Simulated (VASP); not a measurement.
# MgO (Fm-3m) in VASP: single point with PBE

Aim: the single point of MgO with PBE.

Everything below comes from runs of VASP 6.6.1. Logs are shortened: lines on timing, memory, paths and dates and some standing lists are left out, and cuts for length are marked.

### 1 The cell of the first run

The structure is cubic, space group Fm-3m (No. 225). Conventional cell: a = 4.212 Å, b = 4.212 Å, c = 4.212 Å, α = 90.00°, β = 90.00°, γ = 90.00°. Mg (site symmetry m-3m) has 6 O at 2.11 Å within 2.8 Å. Within 2.8 Å of O (site symmetry m-3m) lie 6 Mg at 2.11 Å.

### 2 Single point, PBE

Input file INCAR:

```
ALGO = Normal
EDIFF = 1E-6
ENCUT = 840
GGA = PE
GGA_COMPAT = F
ISIF = 2
ISMEAR = -1
LASPH = T
LCHARG = F
LREAL = F
LWAVE = F
NBANDS = 15
NELM = 120
PREC = Accurate
SIGMA = 0.05
```

Input file KPOINTS:

```
k-points
0
Gamma
  8 8 8
```

Input file POSCAR:

```
MgO
1.0
    0.0000000000      2.1060700000      2.1060700000
    2.1060700000      0.0000000000      2.1060700000
    2.1060700000      2.1060700000      0.0000000000
Mg O
1 1
Direct
    0.0000000000      0.0000000000      0.0000000000
    0.5000000000      0.5000000000      0.5000000000
```

Potentials or basis: VASP PAW PBE potentials, release 64 (Mg_sv, O).

Run with:

```console
> cat potpaw_PBE.64/Mg_sv/POTCAR potpaw_PBE.64/O/POTCAR > POTCAR
> mpirun -np 1 vasp_std > vasp.out
```

OUTCAR:

```text
EDIFF = 1E-6
   ENCUT = 840
   GGA = PE
   ISIF = 2
   ISMEAR = -1
   LASPH = T
   LREAL = F
   NELM = 120
   PREC = Accurate

 ion  position               nearest neighbor table
   1  0.000  0.000  0.000-   2 2.11   2 2.11   2 2.11   2 2.11   2 2.11   2 2.11
   2  0.500  0.500  0.500-   1 2.11   1 2.11   1 2.11   1 2.11   1 2.11   1 2.11

  LATTYP: Found a face centered cubic cell.
 ALAT       =     4.2121400000

  Lattice vectors:

 A1 = (   0.0000000000,   2.1060700000,   2.1060700000)
 A2 = (   2.1060700000,   0.0000000000,   2.1060700000)
 A3 = (   2.1060700000,   2.1060700000,   0.0000000000)

Analysis of symmetry for initial positions (statically):
=====================================================================
 Subroutine PRICEL returns:
 Original cell was already a primitive cell.

 Routine SETGRP: Setting up the symmetry group for a
 face centered cubic supercell.

 Subroutine GETGRP returns: Found 48 space group operations
 (whereof 48 operations were pure point group operations)
 out of a pool of 48 trial point group operations.

The static configuration has the point symmetry O_h .

Analysis of symmetry for dynamics (positions and initial velocities):
=====================================================================
 Subroutine PRICEL returns:
 Original cell was already a primitive cell.

 Routine SETGRP: Setting up the symmetry group for a
 face centered cubic supercell.

 Subroutine GETGRP returns: Found 48 space group operations
 (whereof 48 operations were pure point group operations)
 out of a pool of 48 trial point group operations.

The dynamic configuration has the point symmetry O_h .

 Subroutine INISYM returns: Found 48 space group operations
 (whereof 48 operations are pure point group operations),
 and found     1 'primitive' translations

----------------------------------------------------------------------------------------

                                     Primitive cell

  volume of cell :      18.6831

  direct lattice vectors                    reciprocal lattice vectors
     0.000000000  2.106070000  2.106070000    -0.237409013  0.237409013  0.237409013
     2.106070000  0.000000000  2.106070000     0.237409013 -0.237409013  0.237409013
     2.106070000  2.106070000  0.000000000     0.237409013  0.237409013 -0.237409013

  length of vectors
     2.978432757  2.978432757  2.978432757     0.411204473  0.411204473  0.411204473

[... 88 lines left out ...]
   POTIM  = 0.5000    time-step for ionic-motion
   TEBEG  =    0.0;   TEEND  =   0.0 temperature during run
   PSTRESS=    0.0 pullay stress
   NELECT =      16.0000    total number of electrons
   NUPDOWN=      -1.0000    fix difference up-down
   EMIN   =  10.00;   EMAX   =-10.00  energy-range for DOS
   EFERMI =   0.00;   METHOD = LEGACY
   ISMEAR =    -1;   SIGMA  =   0.05  broadening in eV -4-tet -1-fermi 0-gaus
   EFERMI_NEDOS =   21; number of points for ismear=-14 and -15
   IALGO  =     38    algorithm
   IMIX   =      4    mixing-type and parameters
     AMIX     =   0.40;   BMIX     =  1.00
     AMIX_MAG =   1.60;   BMIX_MAG =  1.00
  volume/ion in A,a.u.               =       9.34        63.04
  Fermi-wavevector in a.u.,A,eV,Ry     =   1.554648  2.937858 32.884327  2.416930
  Thomas-Fermi vector in A             =   2.658704
   LORBIT       =      0    0 simple, 1 ext, 2 COOP (PROOUT), +10 PAW based schemes
   GGA     = PE    functional components
   LHFCALC =     F    Hartree Fock is set to
   AEXX    =    0.0000 exact exchange contribution
   IVDW    =     0    specifies the selected vdW correction
   LEPSILON=     F    determine dielectric tensor
   LRPA    =     F    only Hartree local field effects (RPA)
 non-spin polarized calculation
  energy-cutoff  :      840.00
  volume of cell :       18.68
 maximum number of plane-waves:      1056
   NGX = 15   NGY = 15   NGZ = 15

 number of electron      15.9999995 magnetization

 Free energy of the ion-electron system (eV)
  ---------------------------------------------------
  ext. energy  EPLUGINS =         0.00000000
  ---------------------------------------------------
  free energy    TOTEN  =       -11.87476690 eV

  energy without entropy =      -11.87476690  energy(sigma->0) =      -11.87476690

 E-fermi :   4.2171     XC(G=0): -11.3908

 val. band max:        2.9149799143   @ k =   0.0000   0.0000   0.0000
 cond. band min:       7.6542181262   @ k =   0.0000   0.0000   0.0000
 fundamental gap:      4.7392382119
 Fermi energy:         4.2170729215

 k-point     1 :       0.0000    0.0000    0.0000
  band No.  band energies     occupation
      1     -69.3534      2.00000
      2     -36.0780      2.00000
      3     -36.0780      2.00000
      4     -36.0780      2.00000
      5     -14.3332      2.00000
      6       2.9150      2.00000
      7       2.9150      2.00000
      8       2.9150      2.00000
      9       7.6542      0.00000
     10      18.7207      0.00000
     11      18.7207      0.00000
     12      18.7207      0.00000
     13      22.6335      0.00000
     14      24.4144      0.00000
[... 401 lines left out ...]
      2     -36.1509      2.00000
      3     -36.1081      2.00000
      4     -36.0941      2.00000
      5     -12.8836      2.00000
      6      -1.0723      2.00000
      7       0.9902      2.00000
      8       1.9297      2.00000
      9      12.5936      0.00000
     10      15.1221      0.00000
     11      16.4363      0.00000
     12      19.8340      0.00000
     13      23.4509      0.00000
     14      25.0086      0.00000
     15      29.1083      0.00000

 [... further k-points ...]

------------------------ aborting loop because EDIFF is reached ----------------------------------------

  FORCE on cell =-STRESS in cart. coord.  units (eV):
  Direction    XX          YY          ZZ          XY          YZ          ZX
  --------------------------------------------------------------------------------------
  -------------------------------------------------------------------------------------
  Total        0.5563715      0.5563715      0.5563715      0.0000000      0.0000000     -0.0000000
  in kB       47.7119366     47.7119366     47.7119366      0.0000000      0.0000000     -0.0000000
  external PRESSURE =      47.7119366 kB  Pullay stress =       0.0000000 kB

 VOLUME and BASIS-vectors are now :
 -----------------------------------------------------------------------------
  energy-cutoff  :      840.00
  volume of cell :       18.68
      direct lattice vectors                 reciprocal lattice vectors
     0.000000000  2.106070000  2.106070000    -0.237409013  0.237409013  0.237409013
     2.106070000  0.000000000  2.106070000     0.237409013 -0.237409013  0.237409013
     2.106070000  2.106070000  0.000000000     0.237409013  0.237409013 -0.237409013

 POSITION                                       TOTAL-FORCE (eV/Angst)
 -----------------------------------------------------------------------------------
      0.00000      0.00000      0.00000         0.000000     -0.000000     -0.000000
      2.10607      2.10607      2.10607         0.000000      0.000000      0.000000
 -----------------------------------------------------------------------------------
    total drift:                                0.000000      0.000000      0.000000

  FREE ENERGIE OF THE ION-ELECTRON SYSTEM (eV)
  ---------------------------------------------------
  free  energy   TOTEN  =       -11.8747669012 eV

  energy  without entropy=      -11.8747669012  energy(sigma->0) =      -11.87476690
```

Wall time 13 s (1 thread of AMD EPYC 7R43 (Zen 3), shared host); peak memory 0.12 GiB.

What came out:

| Item | Value |
| --- | --- |
| Free energy | -11.8748 eV |
| Pressure | 4.8 GPa |
| Band gap on the k mesh | 4.74 eV |

Caveat: the cell stands under pressure.
